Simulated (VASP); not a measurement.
A run of VASP 6.6.1 is set up as follows.

Contents of INCAR:

```
PREC = Accurate ; ENCUT = 520
EDIFF = 1E-7 ; ISMEAR = -1
SIGMA = 0.1 ; LREAL = F
LASPH = T ; NELM = 100
ALGO = Normal ; ISIF = 2
LWAVE = F ; LCHARG = F
GGA = CA ; NBANDS = 12
```

File KPOINTS:

```
Automatic mesh
0
Gamma
  7 7 7
```

File POSCAR:

```
Ta
1.0
   -1.6276710318      1.6276710318      1.6276710318
    1.6276710318     -1.6276710318      1.6276710318
    1.6276710318      1.6276710318     -1.6276710318
Ta
1
Direct
    0.0000000000      0.0000000000      0.0000000000
```

Potentials or basis: VASP PAW LDA potentials, release 64 (Ta_pv).

The run is started by

```bash
$ cat potpaw_LDA.64/Ta_pv/POTCAR > POTCAR
$ mpirun -np 1 vasp_std > vasp.out
```

(1) What does it give for the pressure?

Results:

(1) 1.9 GPa.

Caveat: the k points lie up to 0.39 Å⁻¹ apart.
